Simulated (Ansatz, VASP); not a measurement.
## Two plane-wave programs on As

The input INCAR:

```
SYSTEM = As
PREC = Accurate ; ENCUT = 520
EDIFF = 1E-6 ; ISMEAR = 0
SIGMA = 0.02 ; LREAL = .FALSE.
LASPH = .TRUE. ; NELM = 150
ALGO = Normal ; ISIF = 2
LWAVE = .FALSE. ; LCHARG = .FALSE.
MAGMOM = 0 0 0 0 0 0 ; LORBIT = 11
LSORBIT = .TRUE. ; GGA_COMPAT = .FALSE.
LORBMOM = .TRUE. ; LDIPOL = .TRUE.
IDIPOL = 3 ; DIPOL = 0.5 0.5 0.500
GGA = PE ; IVDW = 12
NBANDS = 22
```

Contents of KPOINTS:

```
regular mesh
0
G
  9 9 1
  0 0 0
```

Contents of POSCAR:

```
As
1.0
    3.5716238352      0.0000000000      0.0000000000
   -1.7858119176      3.0931169740      0.0000000000
    0.0000000000      0.0000000000     28.5742411176
As
2
Direct
    0.3333333333      0.6666666667      0.4755450769
    0.6666666667      0.3333333333      0.5244549231
```

Input for Ansatz:

```yaml
crystal:
  lattice:
    - [3.5716238352, 0.0, 0.0]
    - [-1.7858119176, 3.093116974, 0.0]
    - [0.0, 0.0, 28.5742411176]
  atoms:
    - { symbol: As, position: [0.3333333333, 0.6666666667, 0.4755450769] }
    - { symbol: As, position: [0.6666666667, 0.3333333333, 0.5244549231] }
  periodic: [true, true, false]
basis:
  ecutwfc: 420
kpoints:
  mp_grid: { grid: [9, 9, 1] }
  band_path:
    path:
      - [0, 0, 0]
      - [0.5, 0, 0]
      - [0.3333333333333, 0.3333333333333, 0]
      - [0, 0, 0]
    npoints: 16
hamiltonian:
  xc: pbe
  dispersion: d3bj
scf:
  occupations: { method: gaussian, width: 0.02 }
output:
  forces: true
  stress: true
  eigenvalues: true
  populations: true
  write_density: true
  write_potential: true
  elf: true
  volumetric_format: npy
magnetization:
  noncollinear: true
  spin_orbit: true
```

Alike in both runs: task single point; functional PBE; dispersion D3(BJ); k mesh 9 × 9 × 1; occupations gaussian, width 0.02 eV; non-collinear spin, spin-orbit coupling.

|  | VASP | Ansatz |
| --- | --- | --- |
| version | VASP 6.6.1 | Ansatz 0.2.0 |
| potentials or method | VASP PAW PBE potentials, release 64 (As), cutoff 520 eV | plane waves, PAW |
| valence electrons in the cell | 10 | 30 |

VASP gave:

| Quantity | Value |
| --- | --- |
| rms of the force components (eV/Å) | 0.054 |
| net moment per atom (μB) | 0.00 |

Problem. What did Ansatz give for the same quantities?

Solution. rms of the force components (eV/Å): 0.001; net moment per atom (μB): 0.00.

Atom by atom the forces differ by 0.054 eV/Å (rms over components). VASP's potentials hold 10 valence electrons a cell and Ansatz's 30, so a difference there can come from the potentials and not from the codes.
